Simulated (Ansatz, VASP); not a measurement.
## One calculation of HC6, two programs

Contents of INCAR:

```
  ALGO = Normal
  DIPOL = 0.5 0.5 0.303
  EDIFF = 1E-6
  ENCUT = 520
  GGA = PE
  IDIPOL = 3
  ISIF = 2
  ISMEAR = 0
  LASPH = True
  LCHARG = False
  LDIPOL = True
  LREAL = False
  LWAVE = False
  NBANDS = 38
  NELM = 60
  PREC = Accurate
  SIGMA = 0.1
```

KPOINTS

```
k-points
0
Gamma
  6 3 1
```

Contents of POSCAR:

```
HC6
1.0
    4.9326910638      0.0000000000      0.0000000000
    0.0000000000      8.5222964205      0.0000000000
    0.0000000000      0.0000000000     22.9416055954
C H
12 2
Direct
    0.0000000000      0.0000000000      0.1743557130
    0.5000000000      0.0000000000      0.1743557130
    0.2500000000      0.0000000000      0.2053898368
    0.7500000000      0.0000000000      0.2053898368
    0.2500000000      0.0000000000      0.2674580844
    0.7500000000      0.0000000000      0.2674580844
    0.0000000000      0.0000000000      0.2977124344
    0.5000000000      0.0000000000      0.2977124344
    0.0000000000      0.0000000000      0.3626190265
    0.5000000000      0.0000000000      0.3626190265
    0.2500000000      0.0000000000      0.3897550046
    0.7500000000      0.0000000000      0.3897550046
   -0.0186160521      0.0000000000      0.4233184794
    0.5186160521      0.0000000000      0.4233184794
```

Input for Ansatz:

```yaml
crystal:
  lattice:
    - [4.9326910638, 0.0, 0.0]
    - [0.0, 8.5222964205, 0.0]
    - [0.0, 0.0, 22.9416055954]
  atoms:
    - { symbol: C, position: [0.0, 0.0, 0.174355713] }
    - { symbol: C, position: [0.5, 0.0, 0.174355713] }
    - { symbol: C, position: [0.25, 0.0, 0.2053898368] }
    - { symbol: C, position: [0.75, 0.0, 0.2053898368] }
    - { symbol: C, position: [0.25, 0.0, 0.2674580844] }
    - { symbol: C, position: [0.75, 0.0, 0.2674580844] }
    - { symbol: C, position: [0.0, 0.0, 0.2977124344] }
    - { symbol: C, position: [0.5, 0.0, 0.2977124344] }
    - { symbol: C, position: [0.0, 0.0, 0.3626190265] }
    - { symbol: C, position: [0.5, 0.0, 0.3626190265] }
    - { symbol: C, position: [0.25, 0.0, 0.3897550046] }
    - { symbol: C, position: [0.75, 0.0, 0.3897550046] }
    - { symbol: H, position: [-0.0186160521, 0.0, 0.4233184794] }
    - { symbol: H, position: [0.5186160521, 0.0, 0.4233184794] }
basis:
  ecutwfc: 420
kpoints:
  mp_grid: { grid: [6, 3, 1] }
hamiltonian:
  xc: pbe
  pseudopotentials: { kind: paw, azcp: { folder: soft_1 } }
scf:
  occupations: { method: gaussian, width: 0.1 }
output:
  forces: true
  eigenvalues: true
efield:
  axis: 3
  dipole_correction: true
  ramp_width: 0.04
```

Alike in both runs: task single point; functional PBE; k mesh 6 × 3 × 1; occupations gaussian, width 0.1 eV; no spin polarisation.

|  | VASP | Ansatz |
| --- | --- | --- |
| version | VASP 6.6.1 | Ansatz 0.2.0 |
| potentials or method | VASP PAW PBE potentials, release 64 (C, H), cutoff 520 eV | scalar-relativistic, plane waves, PAW |
| valence electrons in the cell | 50 | 50 |

|  | VASP | Ansatz | Ansatz less VASP |
| --- | --- | --- | --- |
| gap on the k mesh at the Fermi level (eV) | none | none | - |
| rms of the force components (eV/Å) | 1.711 | 1.715 | +0.0040 |

Atom by atom the forces differ by 0.013 eV/Å (rms over components). A gap of «none» marks a metal or a gap that the smearing closes. The functional is the same, so the differences come from potentials, cutoffs and numerics.
